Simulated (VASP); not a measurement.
Set up this calculation in VASP 6.6.1, as the native input.

```
Task                   : single point
Functional             : revPBE
Potentials or basis    : VASP PAW PBE potentials, release 64 (Pb_d, S)
Cutoff                 : 520 eV
k mesh                 : 8 × 8 × 8
Occupations            : fermi-dirac, width 0.05 eV
Spin                   : no spin polarisation
Dipole correction      : no
Further INCAR settings : ALGO = Normal; EDIFF = 1e-06; NBANDS = 17
```

The structure of PbS (Galena) lies in POSCAR:

```
PbS
1.0
    0.0000000000      3.0306312851      3.0306312851
    3.0306312851      0.0000000000      3.0306312851
    3.0306312851      3.0306312851      0.0000000000
Pb S
1 1
Direct
    0.0000000000      0.0000000000      0.0000000000
    0.5000000000      0.5000000000      0.5000000000
```

These files were run (other wordings do the same):

INCAR

```
SYSTEM = PbS
PREC     = Accurate       ! precision mode
ENCUT    = 520            ! plane-wave cutoff, eV
EDIFF    = 1E-6           ! SCF threshold, eV
ISMEAR   = -1             ! smearing method
SIGMA    = 0.05           ! smearing width, eV
LREAL    = .False.        ! projectors in reciprocal space
LASPH    = .True.         ! aspherical terms in the spheres
NELM     = 100            ! most SCF steps
ALGO     = Normal         ! electronic algorithm
ISIF     = 2              ! what is computed and relaxed
LWAVE    = .False.        ! write WAVECAR
LCHARG   = .False.        ! write CHGCAR
GGA      = RE             ! functional
NBANDS   = 17             ! bands
```

KPOINTS

```
Automatic mesh
0
Gamma
  8 8 8
  0 0 0
```

Potentials or basis: VASP PAW PBE potentials, release 64 (Pb_d, S).

Run with:

```sh
$ cat potpaw_PBE.64/Pb_d/POTCAR potpaw_PBE.64/S/POTCAR > POTCAR
$ mpirun -np 1 vasp_std > vasp.out
```

Results of the run:

```
Pressure               : -0.1 GPa
Band gap on the k mesh : 0.65 eV, direct
```

Caveat: the PAW data sets were made with another functional, which shifts forces and pressure a little; spin-orbit coupling is left out, which moves the levels of the heavy elements.

It took 37 s on 1 thread of Intel Xeon 8259CL (shared host), peak memory 0.18 GiB.
